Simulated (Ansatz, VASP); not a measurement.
## Two plane-wave programs on Ba2ZnP2

```
CELL_PARAMETERS angstrom
6.74092 0.00000 0.00000
0.00000 6.74092 0.00000
0.00000 0.00000 6.43611
ATOMIC_POSITIONS crystal
Ba 0.78129 0.78129 0.50000
Ba 0.21871 0.21871 0.50000
Ba 0.78129 0.21871 0.00000
Ba 0.21871 0.78129 0.00000
Zn 0.50000 0.50000 0.75000
Zn 0.50000 0.50000 0.25000
P 0.29436 0.29436 0.00000
P 0.70564 0.70564 0.00000
P 0.29436 0.70564 0.50000
P 0.70564 0.29436 0.50000
```

Alike in both runs: functional PBE; k mesh 3 × 3 × 2; occupations gaussian, width 0.2 eV; no spin polarisation.

Ansatz relaxed the structure, and its values are those at the end. VASP's run is a single point on that final structure, the one shown.

|  | VASP | Ansatz |
| --- | --- | --- |
| version | VASP 6.6.1 | Ansatz 0.2.0 |
| potentials or method | VASP PAW PBE potentials, release 64 (Ba_sv, Zn, P), cutoff 520 eV | scalar-relativistic, plane waves, PAW |
| valence electrons in the cell | 84 | 84 |

|  | VASP | Ansatz | Ansatz less VASP |
| --- | --- | --- | --- |
| gap on the k mesh at the Fermi level (eV) | 0.74 | 0.79 | +0.059 |
| least direct gap on the mesh (eV) | 0.76 | 0.83 | +0.072 |
| pressure (GPa) | 0.4 | -0.2 | -0.59 |
| rms of the force components (eV/Å) | 0.060 | 0.032 | -0.0289 |

The k mesh is coarse, so the values compare programs but aren't converged. Neither program's run includes spin-orbit coupling.
